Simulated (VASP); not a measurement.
A run of VASP 6.6.1 is set up as follows.

INCAR

```
SYSTEM = HgSe
  ALGO = Normal
  EDIFF = 1E-6
  ENCUT = 500
  GGA = PS
  GGA_COMPAT = .False.
  ISIF = 2
  ISMEAR = 0
  LASPH = .True.
  LCHARG = .False.
  LORBIT = 11
  LORBMOM = .True.
  LREAL = .False.
  LSORBIT = .True.
  LWAVE = .False.
  MAGMOM = 0 0 0 0 0 0
  NBANDS = 30
  NELM = 200
  PREC = Accurate
  SIGMA = 0.1
```

The input KPOINTS:

```
k-points
0
Gamma
  12 12 12
  0 0 0
```

Contents of POSCAR:

```
HgSe
1.0
    0.0000000000      3.0664903997      3.0664903997
    3.0664903997      0.0000000000      3.0664903997
    3.0664903997      3.0664903997      0.0000000000
Hg Se
1 1
Direct
    0.0000000000      0.0000000000      0.0000000000
    0.2500000000      0.2500000000      0.2500000000
```

Potentials or basis: VASP PAW PBE potentials, release 64 (Hg, Se).

Launch:

```sh
$ cat potpaw_PBE.64/Hg/POTCAR potpaw_PBE.64/Se/POTCAR > POTCAR
$ mpirun -np 1 vasp_ncl > vasp.out
```

(1) Estimate the pressure.

(2) Predict the net moment.

## Answers

(1) -0.1 GPa.

(2) 0.00 μB per cell.

Caveat: the PAW data sets were made with another functional, which shifts forces and pressure a little.
